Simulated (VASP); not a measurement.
Wanted: the native input for a VASP 6.6.1 run.

* Task: single point
* Functional: PBE-based screened hybrid with 25 % exact exchange
* Potentials or basis: VASP PAW PBE potentials, release 64 (Sb_d_GW, Ga_d)
* Cutoff: 400 eV
* k mesh: 4 × 4 × 4
* Occupations: fermi-dirac, width 0.05 eV
* Spin: no spin polarisation
* Dipole correction: no
* Grid for exact exchange (PRECFOCK): Normal
* Share of exact exchange: 0.25
* Further INCAR settings: ALGO = Normal; EDIFF = 1e-06; NBANDS = 21
* Screening parameter: 0.3 1/Å

The system is GaSb.

```
Sb Ga
1.0
     0.00000    3.01766    3.01766
     3.01766    0.00000    3.01766
     3.01766    3.01766    0.00000
Sb Ga
1 1
Direct
  0.75000 0.75000 0.75000
  0.00000 0.00000 0.00000
```

One way to write it, as run:

POSCAR

```
GaSb
1.0
    0.0000000000      3.0176570942      3.0176570942
    3.0176570942      0.0000000000      3.0176570942
    3.0176570942      3.0176570942      0.0000000000
Sb Ga
1 1
Direct
    0.7500000000      0.7500000000      0.7500000000
    0.0000000000      0.0000000000      0.0000000000
```

INCAR.step1

```
PREC = Accurate ; ENCUT = 400
EDIFF = 1E-5 ; ISMEAR = -1
SIGMA = 0.05 ; LREAL = F
LASPH = T ; NELM = 120
ALGO = Normal ; ISIF = 2
LWAVE = T ; LCHARG = F
GGA = PE ; NBANDS = 21
GGA_COMPAT = F
```

INCAR.step2

```
PREC = Accurate ; ENCUT = 400
EDIFF = 1E-6 ; ISMEAR = -1
SIGMA = 0.05 ; LREAL = F
LASPH = T ; NELM = 120
ALGO = Normal ; ISIF = 2
LWAVE = F ; LCHARG = F
GGA = PE ; LHFCALC = T
AEXX = 0.25 ; HFSCREEN = 0.3
PRECFOCK = Normal ; ISTART = 1
NBANDS = 21 ; GGA_COMPAT = F
```

KPOINTS

```
regular mesh
0
Gamma
  4 4 4
```

Potentials or basis: VASP PAW PBE potentials, release 64 (Sb_d_GW, Ga_d).

The run is started by

```console
$ cat potpaw_PBE.64/Sb_d_GW/POTCAR potpaw_PBE.64/Ga_d/POTCAR > POTCAR
$ cp INCAR.step1 INCAR
$ mpirun -np 1 vasp_std > vasp.out
$ cp INCAR.step2 INCAR
$ mpirun -np 1 vasp_std > vasp.out
```

Results of the run:

```
Pressure               : 3.3 GPa
Band gap on the k mesh : 1.02 eV (least direct gap 1.04 eV)
```

Caveat: the k points lie up to 0.45 Å⁻¹ apart; the PAW data sets were made with another functional, which shifts forces and pressure a little; spin-orbit coupling is left out, which moves the levels of the heavy elements.

It took 13 min on 1 thread of AMD EPYC 9R45 96-Core Processor (Zen 5), on a shared host, peak memory 0.26 GiB.
